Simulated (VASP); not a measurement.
W, 8 atoms in the cell. The cell holds a slab with vacuum, 8 atoms: a = 5.514 Å, b = 2.757 Å, c = 23.753 Å, α = 90.00°, β = 90.00°, γ = 109.47°. 

| Property | Result |
| --- | --- |
| Program | VASP 6.6.1 |
| Task | single point |
| Functional | PBE |
| Potentials or basis | VASP PAW PBE potentials, release 64 (W_sv) |
| Cutoff | 400 eV |
| k mesh | 6 × 11 × 1 |
| Occupations | gaussian, width 0.1 eV |
| Spin | no spin polarisation |
| Dipole correction | yes |
| Further INCAR settings | ALGO = Normal; EDIFF = 1e-06; NBANDS = 66; NELMDL = -8 |

Potentials or basis: VASP PAW PBE potentials, release 64 (W_sv).

The run is started by

```bash
$ cat potpaw_PBE.64/W_sv/POTCAR > POTCAR
$ mpirun -np 1 vasp_std > vasp.out
```

Hardware: 1 thread of Intel(R) Xeon(R) 6975P-C (Granite Rapids), on a shared host.

Question: How long does it take, and how much memory?

Answer: It took 9.9 min on 1 thread of Intel(R) Xeon(R) 6975P-C (Granite Rapids), on a shared host, peak memory 0.53 GiB. Counts: scf iterations 33, k points 34.
